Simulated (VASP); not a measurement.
# CaO (Fm-3m) in VASP: single point with PBE

Aim: the single point of CaO with PBE.

Everything below comes from runs of VASP 6.6.1. Logs are shortened: lines on timing, memory, paths and dates and some standing lists are left out, and cuts for length are marked.

**1. The cell of the first run**

It takes space group Fm-3m (No. 225, cubic). The conventional cell has a = 4.830 Å, b = 4.830 Å, c = 4.830 Å, α = 90.00°, β = 90.00°, γ = 90.00°. Within 3.2 Å of Ca (site symmetry m-3m) lie 6 O at 2.42 Å. Within 3.2 Å of O (site symmetry m-3m) lie 6 Ca at 2.42 Å.

**2. Single point, PBE**

Contents of INCAR:

```
PREC = Accurate ; ENCUT = 520
EDIFF = 1E-6 ; ISMEAR = 0
SIGMA = 0.02 ; LREAL = False
LASPH = True ; NELM = 100
ALGO = Normal ; ISIF = 2
LWAVE = False ; LCHARG = False
GGA = PE ; NBANDS = 15
```

Contents of KPOINTS:

```
Automatic mesh
0
Gamma
  8 8 8
```

Contents of POSCAR:

```
CaO
1.0
    0.0000000000      2.4150559802      2.4150559802
    2.4150559802      0.0000000000      2.4150559802
    2.4150559802      2.4150559802      0.0000000000
Ca O
1 1
Direct
    0.0000000000      0.0000000000      0.0000000000
    0.5000000000      0.5000000000      0.5000000000
```

Potentials or basis: VASP PAW PBE potentials, release 64 (Ca_sv, O).

The run is started by

```bash
$ cat potpaw_PBE.64/Ca_sv/POTCAR potpaw_PBE.64/O/POTCAR > POTCAR
$ mpirun -np 1 vasp_std > vasp.out
```

OUTCAR:

```text
PREC = Accurate
   ENCUT = 520
   EDIFF = 1E-6
   ISMEAR = 0
   LREAL = False
   LASPH = True
   NELM = 100
   ISIF = 2
   GGA = PE

 ion  position               nearest neighbor table
   1  0.000  0.000  0.000-   2 2.42   2 2.42   2 2.42   2 2.42   2 2.42   2 2.42
   2  0.500  0.500  0.500-   1 2.42   1 2.42   1 2.42   1 2.42   1 2.42   1 2.42

  LATTYP: Found a face centered cubic cell.
 ALAT       =     4.8301119604

  Lattice vectors:

 A1 = (   0.0000000000,   2.4150559802,   2.4150559802)
 A2 = (   2.4150559802,   0.0000000000,   2.4150559802)
 A3 = (   2.4150559802,   2.4150559802,   0.0000000000)

Analysis of symmetry for initial positions (statically):
=====================================================================
 Subroutine PRICEL returns:
 Original cell was already a primitive cell.

 Routine SETGRP: Setting up the symmetry group for a
 face centered cubic supercell.

 Subroutine GETGRP returns: Found 48 space group operations
 (whereof 48 operations were pure point group operations)
 out of a pool of 48 trial point group operations.

The static configuration has the point symmetry O_h .

Analysis of symmetry for dynamics (positions and initial velocities):
=====================================================================
 Subroutine PRICEL returns:
 Original cell was already a primitive cell.

 Routine SETGRP: Setting up the symmetry group for a
 face centered cubic supercell.

 Subroutine GETGRP returns: Found 48 space group operations
 (whereof 48 operations were pure point group operations)
 out of a pool of 48 trial point group operations.

The dynamic configuration has the point symmetry O_h .

 Subroutine INISYM returns: Found 48 space group operations
 (whereof 48 operations are pure point group operations),
 and found     1 'primitive' translations

----------------------------------------------------------------------------------------

                                     Primitive cell

  volume of cell :      28.1716

  direct lattice vectors                    reciprocal lattice vectors
     0.000000000  2.415055980  2.415055980    -0.207034538  0.207034538  0.207034538
     2.415055980  0.000000000  2.415055980     0.207034538 -0.207034538  0.207034538
     2.415055980  2.415055980  0.000000000     0.207034538  0.207034538 -0.207034538

  length of vectors
     3.415404921  3.415404921  3.415404921     0.358594339  0.358594339  0.358594339

  position of ions in fractional coordinates (direct lattice)
     0.000000000  0.000000000  0.000000000
     0.500000000  0.500000000  0.500000000

  ion indices of the primitive-cell ions
   primitive index   ion index
                 1           1
                 2           2

----------------------------------------------------------------------------------------

 KPOINTS: Automatic mesh

Automatic generation of k-mesh.
 Grid dimensions read from file:
 generate k-points for:    8    8    8

 Generating k-lattice:

  Cartesian coordinates                     Fractional coordinates (reciprocal lattice)
    -0.025879317  0.025879317  0.025879317     0.125000000  0.000000000  0.000000000
     0.025879317 -0.025879317  0.025879317     0.000000000  0.125000000  0.000000000
     0.025879317  0.025879317 -0.025879317     0.000000000  0.000000000  0.125000000

  Length of vectors
     0.044824292  0.044824292  0.044824292

  Shift w.r.t. Gamma in fractional coordinates (k-lattice)
     0.000000000  0.000000000  0.000000000

 Subroutine IBZKPT returns following result:
 ===========================================

 Found     29 irreducible k-points:

 Following reciprocal coordinates:
            Coordinates               Weight
  0.000000  0.000000  0.000000      1.000000
  0.125000  0.000000  0.000000      8.000000
  0.250000  0.000000  0.000000      8.000000
  0.375000  0.000000  0.000000      8.000000
  0.500000  0.000000  0.000000      4.000000
  0.125000  0.125000  0.000000      6.000000
[... 16 lines left out ...]
  0.500000  0.250000  0.125000     48.000000
 -0.375000  0.250000  0.125000     24.000000
 [... further k-points ...]
   k-points           NKPTS =     29   k-points in BZ     NKDIM =     29   number of bands    NBANDS=     15
   number of dos      NEDOS =    301   number of ions     NIONS =      2
   total plane-waves  NPLWV =  21952
   dimension x,y,z NGX =    28 NGY =   28 NGZ =   28
   dimension x,y,z NGXF=    56 NGYF=   56 NGZF=   56
   ions per type =               1   1
   NGX,Y,Z   is equivalent  to a cutoff of  13.63, 13.63, 13.63 a.u.
   NGXF,Y,Z  is equivalent  to a cutoff of  27.26, 27.26, 27.26 a.u.
 SYSTEM =  unknown system
   PREC   = accura    normal or accurate (medium, high low for compatibility)
   ISTART =      0    job   : 0-new  1-cont  2-samecut
   ICHARG =      2    charge: 1-file 2-atom 10-const
   ISPIN  =      1    spin polarized calculation?
   LNONCOLLINEAR =      F non collinear calculations
   LSORBIT =      F    spin-orbit coupling
   LASPH  =      T    aspherical Exc in radial PAW
   ENCUT  =  520.0 eV  38.22 Ry    6.18 a.u.   6.35  6.35  6.35*2*pi/ulx,y,z
   NELM   =    100;   NELMIN=  2; NELMDL= -5     # of ELM steps
   EDIFF  = 0.1E-05   stopping-criterion for ELM
   LREAL  =      F    real-space projection
   EDIFFG = 0.1E-04   stopping-criterion for IOM
   NSW    =      0    number of steps for IOM
   IBRION =     -1    ionic relax: 0-MD 1-quasi-New 2-CG
   NFREE  =      0    steps in history (QN), initial steepest desc. (CG)
   ISIF   =      2    stress and relaxation
   ISYM   =      2    0-nonsym 1-usesym 2-fastsym
   POTIM  = 0.5000    time-step for ionic-motion
   TEBEG  =    0.0;   TEEND  =   0.0 temperature during run
   PSTRESS=    0.0 pullay stress
   NELECT =      16.0000    total number of electrons
   NUPDOWN=      -1.0000    fix difference up-down
   EMIN   =  10.00;   EMAX   =-10.00  energy-range for DOS
   EFERMI =   0.00;   METHOD = LEGACY
   ISMEAR =     0;   SIGMA  =   0.02  broadening in eV -4-tet -1-fermi 0-gaus
   EFERMI_NEDOS =   21; number of points for ismear=-14 and -15
   IALGO  =     38    algorithm
   IMIX   =      4    mixing-type and parameters
     AMIX     =   0.40;   BMIX     =  1.00
     AMIX_MAG =   1.60;   BMIX_MAG =  1.00
  volume/ion in A,a.u.               =      14.09        95.06
  Fermi-wavevector in a.u.,A,eV,Ry     =   1.355744  2.561984 25.008069  1.838041
  Thomas-Fermi vector in A             =   2.482806
   LORBIT       =      0    0 simple, 1 ext, 2 COOP (PROOUT), +10 PAW based schemes
   GGA     = PE    functional components
   LHFCALC =     F    Hartree Fock is set to
   AEXX    =    0.0000 exact exchange contribution
   IVDW    =     0    specifies the selected vdW correction
   LEPSILON=     F    determine dielectric tensor
   LRPA    =     F    only Hartree local field effects (RPA)
 non-spin polarized calculation
 Gauss-broadening in eV      SIGMA  =   0.02
  energy-cutoff  :      520.00
  volume of cell :       28.17
 maximum number of plane-waves:       775
 NGX is ok and might be reduce to    28
   NGX = 13   NGY = 13   NGZ = 13

 number of electron      15.9999999 magnetization

 Free energy of the ion-electron system (eV)
  ---------------------------------------------------
  ext. energy  EPLUGINS =         0.00000000
  ---------------------------------------------------
  free energy    TOTEN  =       -12.80525307 eV

  energy without entropy =      -12.80525307  energy(sigma->0) =      -12.80525307

 E-fermi :   2.3496     XC(G=0): -10.4036

 val. band max:        2.2670982535   @ k =   0.0000   0.0000   0.0000
 cond. band min:       5.9060795912   @ k =   0.5000   0.5000   0.0000
 fundamental gap:      3.6389813377
 Fermi energy:         2.3495852771

 k-point     1 :       0.0000    0.0000    0.0000
  band No.  band energies     occupation
      1     -35.4310      2.00000
      2     -16.2053      2.00000
      3     -16.2053      2.00000
      4     -16.2053      2.00000
      5     -13.2366      2.00000
      6       2.2671      2.00000
      7       2.2671      2.00000
      8       2.2671      2.00000
      9       6.8612      0.00000
     10       8.4556      0.00000
     11       8.4556      0.00000
     12       8.4556      0.00000
     13       9.9336      0.00000
     14       9.9336      0.00000
     15      17.2461      0.00000

 k-point     2 :       0.1250    0.0000    0.0000
  band No.  band energies     occupation
      1     -35.4171      2.00000
      2     -16.4012      2.00000
      3     -16.2130      2.00000
      4     -16.2130      2.00000
      5     -13.0296      2.00000
      6       1.7371      2.00000
      7       2.0620      2.00000
      8       2.0620      2.00000
      9       7.5422      0.00000
     10       8.4152      0.00000
     11       8.7149      0.00000
     12       8.7149      0.00000
     13      10.2921      0.00000
     14      10.2921      0.00000
     15      17.8053      0.00000

 k-point     3 :       0.2500    0.0000    0.0000
  band No.  band energies     occupation
      1     -35.3832      2.00000
      2     -16.7985      2.00000
      3     -16.2314      2.00000
      4     -16.2314      2.00000
      5     -12.6034      2.00000
      6       0.7500      2.00000
      7       1.6221      2.00000
      8       1.6221      2.00000
      9       8.4750      0.00000
     10       8.9964      0.00000
     11       9.3946      0.00000
     12       9.3946      0.00000
     13      11.1556      0.00000
     14      11.1556      0.00000
     15      18.0516      0.00000
[... 343 lines left out ...]
 k-point    23 :       0.5000    0.2500    0.1250
  band No.  band energies     occupation
      1     -35.3313      2.00000
      2     -16.9816      2.00000
      3     -16.4180      2.00000
      4     -16.3009      2.00000
      5     -12.4178      2.00000
      6       0.2910      2.00000
      7       1.2185      2.00000
      8       1.4348      2.00000
      9       8.1074      0.00000
     10       9.6723      0.00000
     11      10.6510      0.00000
     12      10.7337      0.00000
     13      12.0707      0.00000
     14      13.2335      0.00000
     15      16.8621      0.00000

 k-point    24 :      -0.3750    0.2500    0.1250
  band No.  band energies     occupation
      1     -35.3200      2.00000
      2     -17.0406      2.00000
      3     -16.4325      2.00000
      4     -16.3248      2.00000
      5     -12.3637      2.00000
      6       0.2393      2.00000
      7       1.1534      2.00000
      8       1.2316      2.00000
      9       8.9571      0.00000
     10       9.0361      0.00000
     11      10.9364      0.00000
     12      11.0934      0.00000
     13      12.3566      0.00000
     14      14.0416      0.00000
     15      15.9053      0.00000

 [... further k-points ...]

------------------------ aborting loop because EDIFF is reached ----------------------------------------

  FORCE on cell =-STRESS in cart. coord.  units (eV):
  Direction    XX          YY          ZZ          XY          YZ          ZX
  --------------------------------------------------------------------------------------
  -------------------------------------------------------------------------------------
  Total        0.1020813      0.1020813      0.1020813      0.0000000     -0.0000000      0.0000000
  in kB        5.8055720      5.8055720      5.8055720      0.0000000     -0.0000000      0.0000000
  external PRESSURE =       5.8055720 kB  Pullay stress =       0.0000000 kB

 VOLUME and BASIS-vectors are now :
 -----------------------------------------------------------------------------
  energy-cutoff  :      520.00
  volume of cell :       28.17
      direct lattice vectors                 reciprocal lattice vectors
     0.000000000  2.415055980  2.415055980    -0.207034538  0.207034538  0.207034538
     2.415055980  0.000000000  2.415055980     0.207034538 -0.207034538  0.207034538
     2.415055980  2.415055980  0.000000000     0.207034538  0.207034538 -0.207034538

 POSITION                                       TOTAL-FORCE (eV/Angst)
 -----------------------------------------------------------------------------------
      0.00000      0.00000      0.00000         0.000000      0.000000      0.000000
      2.41506      2.41506      2.41506         0.000000      0.000000      0.000000
 -----------------------------------------------------------------------------------
    total drift:                                0.000000      0.000000      0.000000

  FREE ENERGIE OF THE ION-ELECTRON SYSTEM (eV)
  ---------------------------------------------------
  free  energy   TOTEN  =       -12.8052530747 eV

  energy  without entropy=      -12.8052530747  energy(sigma->0) =      -12.80525307
```

It took 24 s on 1 thread of Intel Xeon Platinum 8375C at 2.90GHz (Ice Lake), shared host; peak memory 0.16 GiB.

Results:

```
Free energy            : -12.8053 eV
Pressure               : 0.6 GPa
Band gap on the k mesh : 3.64 eV (least direct gap 4.02 eV)
```

A k mesh can miss the band edges. Expect the measured gap to be larger: semilocal functionals such as PBE lack the derivative discontinuity.
